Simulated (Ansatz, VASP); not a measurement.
One calculation of MnCuAs, two programs

```
Mn Cu As
1.0
     3.68409    0.00000    0.00000
     0.00000    3.68409    0.00000
     0.00000    0.00000    6.40201
Mn Cu As
2 2 2
Direct
  0.00000 0.50000 0.15051
  0.50000 0.00000 0.84949
  0.00000 0.00000 0.50000
  0.50000 0.50000 0.50000
  0.00000 0.50000 0.77291
  0.50000 0.00000 0.22709
```

Alike in both runs: functional PBE; k mesh 10 × 10 × 6; occupations gaussian, width 0.05 eV; collinear spin.

Ansatz relaxed the structure, and its values are those at the end. VASP's run is a single point on that final structure, the one shown.

```csv
,VASP,Ansatz
version,VASP 6.6.1,Ansatz 0.2.0
potentials or method,"VASP PAW PBE potentials, release 64 (Mn_pv, Cu, As), cutoff 600 eV","scalar-relativistic, plane waves, PAW"
valence electrons in the cell,58,98
```

VASP gave:

```
gap on the k mesh at the Fermi level (eV)                     : none
pressure (GPa)                                                : 0.5
rms of the force components (eV/Å)                            : 0.004
net moment per atom (μB)                                      : 0.00
size of the moment on the site where the two differ most (μB) : 3.41
```

Q: Estimate Ansatz's values.

A: gap on the k mesh at the Fermi level (eV): none; pressure (GPa): 0.0; rms of the force components (eV/Å): 0.000; net moment per atom (μB): 0.00; size of the moment on the site where the two differ most (μB): 3.28.

Site moments also hang on the region over which each program counts them. A gap of «none» marks a metal or a gap that the smearing closes. VASP's potentials hold 58 valence electrons a cell and Ansatz's 98, so a difference there can come from the potentials and not from the codes.
